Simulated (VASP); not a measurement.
Input of a VASP 6.6.1 run:

The input INCAR:

```
SYSTEM = TaN
PREC = Accurate ; ENCUT = 520
EDIFF = 1E-7 ; ISMEAR = 1
SIGMA = 0.15 ; LREAL = .FALSE.
LASPH = .TRUE. ; NELM = 80
ALGO = Normal ; ISIF = 2
LWAVE = .FALSE. ; LCHARG = .TRUE.
GGA = PE ; LELF = .TRUE.
LVHAR = .TRUE. ; NBANDS = 15
```

The input KPOINTS:

```
Automatic mesh
0
G
  5 5 5
  0 0 0
```

Contents of POSCAR:

```
TaN
1.0
    2.9380000000      0.0000000000      0.0000000000
   -1.4690000000      2.5443826363      0.0000000000
    0.0000000000      0.0000000000      2.8830000000
Ta N
1 1
Direct
    0.3333330000      0.6666670000      0.5000000000
    0.0000000000      0.0000000000      0.0000000000
```

Potentials or basis: VASP PAW PBE potentials, release 64 (Ta_pv, N).

Launch:

```console
$ cat potpaw_PBE.64/Ta_pv/POTCAR potpaw_PBE.64/N/POTCAR > POTCAR
$ mpirun -np 1 vasp_std > vasp.out
```

Estimate the pressure.

5.3 GPa.

Predict the band gap on the k mesh.

zero (filled and empty bands touch).

Stress tensor (GPa, compression positive):
```
5.10 0.00 0.00
0.00 5.10 0.00
0.00 0.00 5.64
```

Caveat: the k points lie up to 0.49 Å⁻¹ apart; spin-orbit coupling is left out, which moves the levels of the heavy elements.
